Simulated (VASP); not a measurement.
## TePbS4: single point with PBE

Crystal: TePbS4.

```xyz
6
Lattice="0.0000 3.7252 6.3702 3.7211 0.0000 6.3702 3.7211 3.7252 0.0000" Properties=species:S:1:pos:R:3 pbc="T T T"
Te    5.5817    5.5878    9.5553
Pb    0.0000    0.0000    0.0000
S     5.5817    5.5878    6.9413
S     5.5817    5.5878   12.1692
S     3.7211    3.7252    2.7603
S     3.7211    3.7252    9.9800
```

- Program: VASP 6.6.1
- Task: single point
- Functional: PBE
- Potentials or basis: VASP PAW PBE potentials, release 64 (Te, Pb_d, S)
- Cutoff: 500 eV
- k mesh: 3 × 3 × 3
- Occupations: gaussian, width 0.15 eV
- Spin: no spin polarisation

| Property | Result |
| --- | --- |
| Pressure | -0.3 GPa |
| Largest force | 0.035 eV/Å |
| Band gap on the k mesh | 0.16 eV, indirect (least direct gap 0.48 eV) |

Forces on the atoms (eV/Å):
```
Te   0.000  0.000  0.000
Pb   0.000  0.000  0.000
S    0.000  0.000  0.035
S    0.000  0.000 -0.035
S    0.000  0.000 -0.011
S    0.000  0.000  0.011
```

Stress tensor (GPa, compression positive):
```
-0.06  0.00  0.00
 0.00 -0.09  0.00
 0.00  0.00 -0.65
```

Levels at points of the mesh, in eV from the valence-band top:
| k point | band 20 | band 21 | band 22 | band 23 | band 24 | band 25 |
| --- | --- | --- | --- | --- | --- | --- |
| (0.00, 0.00, 0.00) | -0.53 | -0.39 | -0.39 | 0.55 | 2.39 | 4.57 |

Wall time 50 s on 1 thread of Intel(R) Xeon(R) Platinum 8488C (Sapphire Rapids), on a shared host, peak memory 0.34 GiB.

Caveat: the k points lie up to 0.43 Å⁻¹ apart; spin-orbit coupling is left out, which moves the levels of the heavy elements. A k mesh can miss the band edges.
